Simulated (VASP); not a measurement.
Wanted: the native input for a VASP 6.6.1 run.

- Task: single point
- Functional: PBEsol
- Potentials or basis: VASP PAW PBE potentials, release 64 (W_sv, N)
- Cutoff: 520 eV
- k mesh: 15 × 15 × 3
- Occupations: gaussian, width 0.15 eV
- Spin: no spin polarisation
- Dipole correction: no
- Further INCAR settings: ALGO = Normal; EDIFF = 1e-06; NBANDS = 54

The structure of W2N3 lies in POSCAR:

```
W2N3
1.0
   -1.4423307378     -2.4981901192      0.0000000000
    1.4423307378     -2.4981901192      0.0000000000
    0.0000000000      0.0000000000     16.8943955927
W N
4 6
Direct
    0.3333333333      0.3333333333      0.4274657353
    0.6666666667      0.6666666667      0.1288344924
    0.6666666667      0.6666666667      0.8978701219
    0.3333333333      0.3333333333      0.5992388790
    0.3333333333      0.3333333333      0.1945889113
    0.6666666667      0.6666666667      0.3617113163
    0.6666666667      0.6666666667      0.6649932980
    0.3333333333      0.3333333333      0.8321157029
    0.3333333333      0.3333333333      0.0429479205
    0.6666666667      0.6666666667      0.5133523071
```

This cell differs from its parent crystal: the distance across one plane changed.

One way to write it, as run:

INCAR

```
SYSTEM = W2N3
PREC = Accurate
ENCUT = 520
EDIFF = 1E-6
ISMEAR = 0
SIGMA = 0.15
LREAL = .False.
LASPH = .True.
NELM = 80
ALGO = Normal
ISIF = 2
LWAVE = .False.
LCHARG = .False.
GGA = PS
NBANDS = 54
```

KPOINTS

```
Automatic mesh
0
Gamma
  15 15 3
  0 0 0
```

Potentials or basis: VASP PAW PBE potentials, release 64 (W_sv, N).

The run is started by

```sh
$ cat potpaw_PBE.64/W_sv/POTCAR potpaw_PBE.64/N/POTCAR > POTCAR
$ mpirun -np 1 vasp_std > vasp.out
```

Results of the run:

```yaml
Pressure: -5.2 GPa
Largest_force: 2.652 eV/Å
Band_gap_on_the_k_mesh: zero (bands 43 and 44 overlap by 0.87 eV)
```

Caveat: the cell differs from its parent crystal (the distance across one plane changed); the stress differs along the axes, from -20 to 2 GPa; the PAW data sets were made with another functional, which shifts forces and pressure a little; spin-orbit coupling is left out, which moves the levels of the heavy elements.

It took 5.4 min on 1 thread of Intel(R) Xeon(R) 6975P-C (Granite Rapids), with other jobs on the host, peak memory 0.49 GiB.
